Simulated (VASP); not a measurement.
# I (P4/mmm) in VASP: single point with LDA

Aim: the single point of I with LDA.

Program: VASP 6.6.1. These are calculated values, not measurements. Logs are shortened: lines on timing, memory, paths and dates and some standing lists are left out, and cuts for length are marked.

**1. The cell of the first run**

Symmetry: P4/mmm, No. 123, tetragonal system. Conventional cell: a = 4.106 Å, b = 4.106 Å, c = 8.251 Å, α = 90.00°, β = 90.00°, γ = 90.00°. Within 5.2 Å of I (site symmetry 4mm) lie 6 I at 3.99 to 4.26 Å.

**2. Single point, LDA**

File INCAR:

```
PREC     = Accurate       # precision mode
ENCUT    = 520            # plane-wave cutoff, eV
EDIFF    = 1E-6           # SCF threshold, eV
ISMEAR   = -1             # smearing method
SIGMA    = 0.15           # smearing width, eV
LREAL    = F              # projectors in reciprocal space
LASPH    = T              # aspherical terms in the spheres
NELM     = 100            # most SCF steps
ALGO     = Normal         # electronic algorithm
ISIF     = 2              # what is computed and relaxed
LWAVE    = F              # write WAVECAR
LCHARG   = F              # write CHGCAR
NBANDS   = 22             # bands
```

File KPOINTS:

```
regular mesh
0
Gamma
  3 3 2
```

File POSCAR:

```
I
1.0
    5.8070910000      0.0000000000      0.0000000000
    0.0000000000      5.8070910000      0.0000000000
    0.0000000000      0.0000000000      8.2510280000
I
4
Direct
    0.0000000000      0.5000000000      0.2579450000
    0.5000000000      0.0000000000      0.2579450000
    0.0000000000      0.5000000000      0.7420550000
    0.5000000000      0.0000000000      0.7420550000
```

Potentials or basis: VASP PAW LDA potentials, release 64 (I).

Command:

```
cat potpaw_LDA.64/I/POTCAR > POTCAR
mpirun -np 1 vasp_std > vasp.out
```

OUTCAR:

```text
PREC = Accurate
   ENCUT = 520
   EDIFF = 1E-6
   ISMEAR = -1
   LREAL = F
   LASPH = T
   NELM = 100
   ISIF = 2

 ion  position               nearest neighbor table
   1  0.000  0.500  0.258-
   2  0.500  0.000  0.258-
   3  0.000  0.500  0.742-
   4  0.500  0.000  0.742-

  LATTYP: Found a simple tetragonal cell.
 ALAT       =     5.8070910000
 C/A-ratio  =     1.4208539181

  Lattice vectors:

 A1 = (   5.8070910000,   0.0000000000,   0.0000000000)
 A2 = (   0.0000000000,   5.8070910000,   0.0000000000)
 A3 = (   0.0000000000,   0.0000000000,   8.2510280000)

Analysis of symmetry for initial positions (statically):
=====================================================================
 Subroutine PRICEL returns following result:

  LATTYP: Found a simple tetragonal cell.
 ALAT       =     4.1062334251
 C/A-ratio  =     2.0093908811

  Lattice vectors:

 A1 = (   2.9035455000,  -2.9035455000,   0.0000000000)
 A2 = (   2.9035455000,   2.9035455000,   0.0000000000)
 A3 = (   0.0000000000,   0.0000000000,   8.2510280000)

   2 primitive cells build up your supercell.

 Routine SETGRP: Setting up the symmetry group for a
 simple tetragonal supercell.

 Subroutine GETGRP returns: Found 16 space group operations
 (whereof 16 operations were pure point group operations)
 out of a pool of 16 trial point group operations.

The static configuration has the point symmetry D_4h.

Analysis of symmetry for dynamics (positions and initial velocities):
=====================================================================
 Subroutine PRICEL returns following result:

  LATTYP: Found a simple tetragonal cell.
 ALAT       =     4.1062334251
 C/A-ratio  =     2.0093908811

  Lattice vectors:

 A1 = (   2.9035455000,  -2.9035455000,   0.0000000000)
 A2 = (   2.9035455000,   2.9035455000,   0.0000000000)
 A3 = (   0.0000000000,   0.0000000000,   8.2510280000)

   2 primitive cells build up your supercell.

 Routine SETGRP: Setting up the symmetry group for a
[... 75 lines left out ...]
   NGX,Y,Z   is equivalent  to a cutoff of  13.74, 13.74, 12.90 a.u.
   NGXF,Y,Z  is equivalent  to a cutoff of  27.48, 27.48, 25.79 a.u.
 SYSTEM =  unknown system
   PREC   = accura    normal or accurate (medium, high low for compatibility)
   ISTART =      0    job   : 0-new  1-cont  2-samecut
   ICHARG =      2    charge: 1-file 2-atom 10-const
   ISPIN  =      1    spin polarized calculation?
   LNONCOLLINEAR =      F non collinear calculations
   LSORBIT =      F    spin-orbit coupling
   LASPH  =      T    aspherical Exc in radial PAW
   ENCUT  =  520.0 eV  38.22 Ry    6.18 a.u.  10.80 10.80 15.34*2*pi/ulx,y,z
   NELM   =    100;   NELMIN=  2; NELMDL= -5     # of ELM steps
   EDIFF  = 0.1E-05   stopping-criterion for ELM
   LREAL  =      F    real-space projection
   EDIFFG = 0.1E-04   stopping-criterion for IOM
   NSW    =      0    number of steps for IOM
   IBRION =     -1    ionic relax: 0-MD 1-quasi-New 2-CG
   NFREE  =      0    steps in history (QN), initial steepest desc. (CG)
   ISIF   =      2    stress and relaxation
   ISYM   =      2    0-nonsym 1-usesym 2-fastsym
   POTIM  = 0.5000    time-step for ionic-motion
   TEBEG  =    0.0;   TEEND  =   0.0 temperature during run
   PSTRESS=    0.0 pullay stress
   NELECT =      28.0000    total number of electrons
   NUPDOWN=      -1.0000    fix difference up-down
   EMIN   =  10.00;   EMAX   =-10.00  energy-range for DOS
   EFERMI =   0.00;   METHOD = LEGACY
   ISMEAR =    -1;   SIGMA  =   0.15  broadening in eV -4-tet -1-fermi 0-gaus
   EFERMI_NEDOS =   21; number of points for ismear=-14 and -15
   IALGO  =     38    algorithm
   IMIX   =      4    mixing-type and parameters
     AMIX     =   0.40;   BMIX     =  1.00
     AMIX_MAG =   1.60;   BMIX_MAG =  1.00
  volume/ion in A,a.u.               =      69.56       469.42
  Fermi-wavevector in a.u.,A,eV,Ry     =   0.761469  1.438968  7.889141  0.579835
  Thomas-Fermi vector in A             =   1.860716
   LORBIT       =      0    0 simple, 1 ext, 2 COOP (PROOUT), +10 PAW based schemes
   GGA     = CA    functional components
   LHFCALC =     F    Hartree Fock is set to
   AEXX    =    0.0000 exact exchange contribution
   IVDW    =     0    specifies the selected vdW correction
   LEPSILON=     F    determine dielectric tensor
   LRPA    =     F    only Hartree local field effects (RPA)
 non-spin polarized calculation
  energy-cutoff  :      520.00
  volume of cell :      278.24
 maximum number of plane-waves:      7502
 NGX is ok and might be reduce to    48
   NGX = 21   NGY = 21   NGZ = 31

 number of electron      28.0000002 magnetization

 Free energy of the ion-electron system (eV)
  ---------------------------------------------------
  ext. energy  EPLUGINS =         0.00000000
  ---------------------------------------------------
  free energy    TOTEN  =        -4.54662178 eV

  energy without entropy =       -3.88285218  energy(sigma->0) =       -4.21473698

 E-fermi :  -1.5360     XC(G=0):  -6.5358

 val. band max:       -1.5745775606   @ k =   0.0000   0.0000   0.0000
 cond. band min:      -1.5054080363   @ k =   0.3333   0.0000   0.0000
 fundamental gap:      0.0691695242
 Fermi energy:        -1.5359738738

 k-point     1 :       0.0000    0.0000    0.0000
  band No.  band energies     occupation
      1     -13.0028      2.00000
      2     -12.7901      2.00000
      3     -12.5895      2.00000
      4     -12.3970      2.00000
      5      -3.4755      2.00000
      6      -3.0864      1.99994
[... 139 lines left out ...]
     21       6.1903      0.00000
     22       6.3287      0.00000

------------------------ aborting loop because EDIFF is reached ----------------------------------------

  FORCE on cell =-STRESS in cart. coord.  units (eV):
  Direction    XX          YY          ZZ          XY          YZ          ZX
  --------------------------------------------------------------------------------------
  -------------------------------------------------------------------------------------
  Total       -5.4508672     -5.4508672     -6.8023104      0.0000000      0.0000000     -0.0000000
  in kB      -31.3870762    -31.3870762    -39.1689297      0.0000000      0.0000000     -0.0000000
  external PRESSURE =     -33.9810274 kB  Pullay stress =       0.0000000 kB

 VOLUME and BASIS-vectors are now :
 -----------------------------------------------------------------------------
  energy-cutoff  :      520.00
  volume of cell :      278.24
      direct lattice vectors                 reciprocal lattice vectors
     5.807091000  0.000000000  0.000000000     0.172203260  0.000000000  0.000000000
     0.000000000  5.807091000  0.000000000     0.000000000  0.172203260  0.000000000
     0.000000000  0.000000000  8.251028000     0.000000000  0.000000000  0.121197019

 POSITION                                       TOTAL-FORCE (eV/Angst)
 -----------------------------------------------------------------------------------
      0.00000      2.90355      2.12831        -0.000000      0.000000      0.084829
      2.90355      0.00000      2.12831         0.000000     -0.000000      0.084829
      0.00000      2.90355      6.12272        -0.000000      0.000000     -0.084829
      2.90355      0.00000      6.12272        -0.000000     -0.000000     -0.084829
 -----------------------------------------------------------------------------------
    total drift:                               -0.000000     -0.000000      0.000000

  FREE ENERGIE OF THE ION-ELECTRON SYSTEM (eV)
  ---------------------------------------------------
  free  energy   TOTEN  =        -4.5466217808 eV

  energy  without entropy=       -3.8828521839  energy(sigma->0) =       -4.21473698
```

stdout:

```text
POSCAR found type information on POSCAR I
 POSCAR found :  1 types and       4 ions
 scaLAPACK will be used
 LDA part: xc-table for (Slater(with rela. corr.)+CA(PZ))
 , standard interpolation
 POSCAR, INCAR and KPOINTS ok, starting setup
 FFT: planning ... GRIDC
 FFT: planning ... GRID_SOFT
 FFT: planning ... GRID
 WAVECAR not read
 entering main loop
```

Run time: 25 s. Hardware: 1 thread of Intel Xeon Platinum 8259CL at 2.50GHz (Skylake/Cascade Lake), shared host; peak memory 0.27 GiB.

What came out:

| Property | Result |
| --- | --- |
| Free energy | -4.5466 eV |
| Pressure | -3.4 GPa |
| Largest force | 0.085 eV/Å |
| Band gap on the k mesh | zero (band 14 reaches -1.36 eV, above the bottom of band 15 at -1.95 eV) |

Forces in eV/Å, atoms in the order of the input:
```
I    0.000  0.000  0.085
I    0.000  0.000  0.085
I    0.000  0.000 -0.085
I    0.000  0.000 -0.085
```

Caveat: the k points lie up to 0.38 Å⁻¹ apart; spin-orbit coupling is left out, which moves the levels of the heavy elements.
